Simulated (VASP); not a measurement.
# Be2ZnTe2Se (P-4m2) in VASP: relaxation of cell and atoms with PBE

Aim: the relaxation of cell and atoms of Be2ZnTe2Se with PBE.

Program: VASP 6.6.1. These are calculated values, not measurements. Logs are shortened: lines on timing, memory, paths and dates and some standing lists are left out, and cuts for length are marked.

### Step 1. The cell of the first run

It takes space group P-4m2 (No. 115, tetragonal). The conventional cell has a = 3.598 Å, b = 3.598 Å, c = 11.938 Å, α = 90.00°, β = 90.00°, γ = 90.00°. Be (site symmetry 2mm) has 5 Te at 2.43 to 2.67 Å and 4 Be at 3.02 Å within 3.2 Å. Within 3.4 Å of Zn (site symmetry -4m2) lie 4 Se at 2.54 Å. Within 3.2 Å of Te (site symmetry 2mm) lie 5 Be at 2.43 to 2.67 Å. Se (site symmetry -4m2) has 4 Zn at 2.54 Å within 3.4 Å.

The cell was generated, and may not be a known phase.

### Step 2. Relaxation of cell and atoms, PBE

Input file INCAR:

```
SYSTEM = Be2ZnTe2Se
ALGO     = Normal         ! electronic algorithm
EDIFF    = 1E-6           ! SCF threshold, eV
EDIFFG   = -0.01          ! ionic threshold
ENCUT    = 600            ! plane-wave cutoff, eV
GGA      = PE             ! functional
IBRION   = 2              ! ionic algorithm
ISIF     = 3              ! what is computed and relaxed
ISMEAR   = 0              ! smearing method
LASPH    = .TRUE.         ! aspherical terms in the spheres
LCHARG   = .FALSE.        ! write CHGCAR
LREAL    = .FALSE.        ! projectors in reciprocal space
LWAVE    = .FALSE.        ! write WAVECAR
NELM     = 80             ! most SCF steps
NSW      = 100            ! ionic steps
PREC     = Accurate       ! precision mode
SIGMA    = 0.1            ! smearing width, eV
```

Input file KPOINTS:

```
k-points
0
G
  10 10 4
  0 0 0
```

Input file POSCAR:

```
Be2ZnTe2Se
1.0
    3.5977490119      0.0000000000      0.0000000000
    0.0000000000      3.5977490119      0.0000000000
    0.0000000000      0.0000000000     11.9377671836
Be Zn Te Se
2 1 2 1
Direct
    0.5000000000      0.0000000000      0.5680372383
    0.0000000000      0.5000000000      0.4319627617
    0.5000000000      0.5000000000      0.0000000000
    0.5000000000      0.0000000000      0.3643025836
    0.0000000000      0.5000000000      0.6356974164
    0.0000000000      0.0000000000      0.0000000000
```

Potentials or basis: VASP PAW PBE potentials, release 64 (Be, Zn, Te, Se).

Started as:

```
cat potpaw_PBE.64/Be/POTCAR potpaw_PBE.64/Zn/POTCAR potpaw_PBE.64/Te/POTCAR potpaw_PBE.64/Se/POTCAR > POTCAR
mpirun -np 1 vasp_std > vasp.out
```

OUTCAR:

```text
SYSTEM = Be2ZnTe2Se
   EDIFF = 1E-6
   EDIFFG = -0.01
   ENCUT = 600
   GGA = PE
   IBRION = 2
   ISIF = 3
   ISMEAR = 0
   LASPH = .TRUE.
   LREAL = .FALSE.
   NELM = 80
   NSW = 100
   PREC = Accurate

 ion  position               nearest neighbor table
   1  0.500  0.000  0.568-   4 2.43   5 2.67   5 2.67   5 2.67   5 2.67
   2  0.000  0.500  0.432-   5 2.43   4 2.67   4 2.67   4 2.67   4 2.67
   3  0.500  0.500  0.000-   6 2.54   6 2.54   6 2.54   6 2.54
   4  0.500  0.000  0.364-   1 2.43   2 2.67   2 2.67   2 2.67   2 2.67
   5  0.000  0.500  0.636-   2 2.43   1 2.67   1 2.67   1 2.67   1 2.67
   6  0.000  0.000  0.000-   3 2.54   3 2.54   3 2.54   3 2.54

  LATTYP: Found a simple tetragonal cell.
 ALAT       =     3.5977490119
 C/A-ratio  =     3.3181211764

  Lattice vectors:

 A1 = (   3.5977490119,   0.0000000000,   0.0000000000)
 A2 = (   0.0000000000,   3.5977490119,   0.0000000000)
 A3 = (   0.0000000000,   0.0000000000,  11.9377671836)

Analysis of symmetry for initial positions (statically):
=====================================================================
 Subroutine PRICEL returns:
 Original cell was already a primitive cell.

 Routine SETGRP: Setting up the symmetry group for a
 simple tetragonal supercell.

 Subroutine GETGRP returns: Found  8 space group operations
 (whereof  8 operations were pure point group operations)
 out of a pool of 16 trial point group operations.

The static configuration has the point symmetry D_2d.

Analysis of symmetry for dynamics (positions and initial velocities):
=====================================================================
 Subroutine PRICEL returns:
 Original cell was already a primitive cell.

 Routine SETGRP: Setting up the symmetry group for a
 simple tetragonal supercell.

 Subroutine GETGRP returns: Found  8 space group operations
 (whereof  8 operations were pure point group operations)
 out of a pool of 16 trial point group operations.

The dynamic configuration has the point symmetry D_2d.

 Subroutine INISYM returns: Found  8 space group operations
 (whereof  8 operations are pure point group operations),
 and found     1 'primitive' translations

----------------------------------------------------------------------------------------

                                     Primitive cell

  volume of cell :     154.5200

  direct lattice vectors                    reciprocal lattice vectors
     3.597749012  0.000000000  0.000000000     0.277951574  0.000000000  0.000000000
     0.000000000  3.597749012  0.000000000     0.000000000  0.277951574  0.000000000
     0.000000000  0.000000000 11.937767184     0.000000000  0.000000000  0.083767759

  length of vectors
     3.597749012  3.597749012 11.937767184     0.277951574  0.277951574  0.083767759

  position of ions in fractional coordinates (direct lattice)
     0.500000000  0.000000000  0.568037238
     0.000000000  0.500000000  0.431962762
     0.500000000  0.500000000  0.000000000
     0.500000000  0.000000000  0.364302584
     0.000000000  0.500000000  0.635697416
     0.000000000  0.000000000  0.000000000

  ion indices of the primitive-cell ions
   primitive index   ion index
                 1           1
                 2           2
                 3           3
                 4           4
                 5           5
                 6           6

----------------------------------------------------------------------------------------

 KPOINTS: k-points

Automatic generation of k-mesh.
 Grid dimensions read from file:
 generate k-points for:   10   10    4
[... 69 lines left out ...]
   NFREE  =      1    steps in history (QN), initial steepest desc. (CG)
   ISIF   =      3    stress and relaxation
   ISYM   =      2    0-nonsym 1-usesym 2-fastsym
   POTIM  = 0.5000    time-step for ionic-motion
   TEBEG  =    0.0;   TEEND  =   0.0 temperature during run
   PSTRESS=    0.0 pullay stress
   NELECT =      34.0000    total number of electrons
   NUPDOWN=      -1.0000    fix difference up-down
   EMIN   =  10.00;   EMAX   =-10.00  energy-range for DOS
   EFERMI =   0.00;   METHOD = LEGACY
   ISMEAR =     0;   SIGMA  =   0.10  broadening in eV -4-tet -1-fermi 0-gaus
   EFERMI_NEDOS =   21; number of points for ismear=-14 and -15
   IALGO  =     38    algorithm
   IMIX   =      4    mixing-type and parameters
     AMIX     =   0.40;   BMIX     =  1.00
     AMIX_MAG =   1.60;   BMIX_MAG =  1.00
  volume/ion in A,a.u.               =      25.75       173.79
  Fermi-wavevector in a.u.,A,eV,Ry     =   0.988340  1.867691 13.290377  0.976815
  Thomas-Fermi vector in A             =   2.119859
   LORBIT       =      0    0 simple, 1 ext, 2 COOP (PROOUT), +10 PAW based schemes
   GGA     = PE    functional components
   LHFCALC =     F    Hartree Fock is set to
   AEXX    =    0.0000 exact exchange contribution
   IVDW    =     0    specifies the selected vdW correction
   LEPSILON=     F    determine dielectric tensor
   LRPA    =     F    only Hartree local field effects (RPA)
 conjugate gradient relaxation of ions
 non-spin polarized calculation
 Gauss-broadening in eV      SIGMA  =   0.10
  energy-cutoff  :      600.00
  volume of cell :      154.52
 maximum number of plane-waves:      5216
 NGX is ok and might be reduce to    30
   NGX = 15   NGY = 15   NGZ = 47

--------------------------------------- Ionic step        1  -------------------------------------------

 number of electron      34.0000002 magnetization

 Free energy of the ion-electron system (eV)
  ---------------------------------------------------
  ext. energy  EPLUGINS =         0.00000000
  ---------------------------------------------------
  free energy    TOTEN  =       -18.41569912 eV

  energy without entropy =      -18.40942701  energy(sigma->0) =      -18.41256307

------------------------ aborting loop because EDIFF is reached ----------------------------------------

  FORCE on cell =-STRESS in cart. coord.  units (eV):
  Direction    XX          YY          ZZ          XY          YZ          ZX
  --------------------------------------------------------------------------------------
  -------------------------------------------------------------------------------------
  Total        0.1186267      0.1186267      0.1145058      0.0000000      0.0000000      0.0000000
  in kB        1.2300088      1.2300088      1.1872801      0.0000000      0.0000000      0.0000000
  external PRESSURE =       1.2157659 kB  Pullay stress =       0.0000000 kB

 VOLUME and BASIS-vectors are now :
 -----------------------------------------------------------------------------
  energy-cutoff  :      600.00
  volume of cell :      154.52
      direct lattice vectors                 reciprocal lattice vectors
     3.597749012  0.000000000  0.000000000     0.277951574  0.000000000  0.000000000
     0.000000000  3.597749012  0.000000000     0.000000000  0.277951574  0.000000000
     0.000000000  0.000000000 11.937767184     0.000000000  0.000000000  0.083767759

 POSITION                                       TOTAL-FORCE (eV/Angst)
 -----------------------------------------------------------------------------------
      1.79887      0.00000      6.78110         0.000000     -0.000000      0.014318
      0.00000      1.79887      5.15667         0.000000     -0.000000     -0.014318
      1.79887      1.79887      0.00000         0.000000      0.000000      0.000000
      1.79887      0.00000      4.34896         0.000000     -0.000000     -0.027603
      0.00000      1.79887      7.58881        -0.000000     -0.000000      0.027603
      0.00000      0.00000      0.00000         0.000000     -0.000000      0.000000
 -----------------------------------------------------------------------------------
    total drift:                                0.000000      0.000000      0.000000

  FREE ENERGIE OF THE ION-ELECTRON SYSTEM (eV)
  ---------------------------------------------------
  free  energy   TOTEN  =       -18.4156991232 eV

  energy  without entropy=      -18.4094270119  energy(sigma->0) =      -18.41256307

--------------------------------------- Ionic step        2  -------------------------------------------

 number of electron      34.0000001 magnetization

 Free energy of the ion-electron system (eV)
  ---------------------------------------------------
  ext. energy  EPLUGINS =         0.00000000
  ---------------------------------------------------
  free energy    TOTEN  =       -18.41583728 eV

  energy without entropy =      -18.40944322  energy(sigma->0) =      -18.41264025

 E-fermi :   3.1829     XC(G=0):  -8.4118

 val. band max:        3.1563926575   @ k =   0.5000   0.4000   0.5000
 cond. band min:       3.2068022419   @ k =   0.2000   0.0000   0.0000
 fundamental gap:      0.0504095843
 Fermi energy:         3.1829432182

 k-point     1 :       0.0000    0.0000    0.0000
  band No.  band energies     occupation
      1     -10.0711      2.00000
      2      -9.7385      2.00000
      3      -8.6787      2.00000
      4      -3.7298      2.00000
      5      -3.6394      2.00000
      6      -3.5661      2.00000
[... 565 lines left out ...]
     20       6.6921      0.00000
     21       6.7860      0.00000

 [... further k-points ...]
[... 5 lines left out ...]
  --------------------------------------------------------------------------------------
  -------------------------------------------------------------------------------------
  Total       -0.0273125     -0.0273125     -0.0058512      0.0000000     -0.0000000      0.0000000
  in kB       -0.2823964     -0.2823964     -0.0604983      0.0000000     -0.0000000      0.0000000
  external PRESSURE =      -0.2084303 kB  Pullay stress =       0.0000000 kB

 VOLUME and BASIS-vectors are now :
 -----------------------------------------------------------------------------
  energy-cutoff  :      600.00
  volume of cell :      154.96
      direct lattice vectors                 reciprocal lattice vectors
     3.601180585  0.000000000  0.000000000     0.277686713  0.000000000  0.000000000
     0.000000000  3.601180585 -0.000000000     0.000000000  0.277686713  0.000000000
     0.000000000  0.000000000 11.948758013    -0.000000000  0.000000000  0.083690707

 POSITION                                       TOTAL-FORCE (eV/Angst)
 -----------------------------------------------------------------------------------
      1.80059      3.60118      6.78803         0.000000     -0.000000      0.002215
      0.00000      1.80059      5.16073         0.000000     -0.000000     -0.002215
      1.80059      1.80059     -0.00000         0.000000      0.000000      0.000000
      1.80059      3.60118      4.35163         0.000000     -0.000000      0.007525
      3.60118      1.80059      7.59713         0.000000     -0.000000     -0.007525
      0.00000      3.60118     -0.00000         0.000000     -0.000000      0.000000
 -----------------------------------------------------------------------------------
    total drift:                                0.000000      0.000000      0.000000

  FREE ENERGIE OF THE ION-ELECTRON SYSTEM (eV)
  ---------------------------------------------------
  free  energy   TOTEN  =       -18.4158372833 eV

  energy  without entropy=      -18.4094432209  energy(sigma->0) =      -18.41264025

 reached required accuracy - stopping structural energy minimisation
```

It took 11 min on 1 thread of Intel Xeon Platinum 8175M at 2.50GHz (Skylake/Cascade Lake), shared host; peak memory 0.52 GiB.

What came out:

```
Free energy                           : -18.4158 eV
Relaxed volume                        : 25.83 Å³/atom
Relaxed cell                          : a = 3.601 Å, b = 3.601 Å, c = 11.949 Å, α = 90.00°, β = 90.00°, γ = 90.00°
Space group after relaxing (to 0.1 Å) : P-4m2 (No. 115)
Energy gained by relaxing             : 0.0 meV/atom
Ionic steps                           : 2
Pressure after relaxing               : 0.0 GPa
Largest force after relaxing          : 0.008 eV/Å
Band gap on the k mesh                : zero (bands 17 and 18 overlap by 1.39 eV)
```

Forces in eV/Å, atoms in the order of the input:
```
Be   0.000  0.000  0.002
Be   0.000  0.000 -0.002
Zn   0.000  0.000  0.000
Te   0.000  0.000  0.008
Te   0.000  0.000 -0.008
Se   0.000  0.000  0.000
```

The path:
| step | energy change (eV) | largest force (eV/Å) | pressure (GPa) | volume (Å³) |
| --- | --- | --- | --- | --- |
| 1 | 0.0000 | 0.0276 | 0.12 | 154.52 |
| 2 | -0.0001 | 0.0075 | -0.02 | 154.96 |

Final structure:
```
CELL_PARAMETERS angstrom
3.60118 0.00000 0.00000
0.00000 3.60118 0.00000
0.00000 0.00000 11.94876
ATOMIC_POSITIONS crystal
Be 0.50000 0.00000 0.56810
Be 0.00000 0.50000 0.43190
Zn 0.50000 0.50000 0.00000
Te 0.50000 0.00000 0.36419
Te 0.00000 0.50000 0.63581
Se 0.00000 0.00000 0.00000
```

Levels at points of the mesh, in eV from the Fermi level:
```csv
k point,band 14,band 15,band 16,band 17,band 18,band 19,band 20,band 21
"(0.00, 0.00, 0.00)",-1.38,-1.38,-0.36,-0.36,0.29,1.20,2.36,3.73
"(0.50, 0.00, 0.00)",-1.13,0.39,0.41,0.43,2.21,3.51,3.52,3.54
"(0.50, 0.50, 0.00)",-3.88,-2.70,-2.70,-1.36,-0.62,-0.15,-0.15,2.89
"(0.00, 0.00, 0.50)",-1.38,-1.38,-0.35,-0.35,0.36,1.20,2.36,4.00
"(0.50, 0.00, 0.50)",-1.07,0.39,0.41,0.43,2.64,3.25,3.31,3.51
"(0.50, 0.50, 0.50)",-3.87,-2.69,-2.69,-1.36,-0.64,-0.16,-0.16,2.78
```

Caveat: spin-orbit coupling is left out, which moves the levels of the heavy elements.

The gap in the log of VASP goes by the Fermi energy; the results here count the filled bands.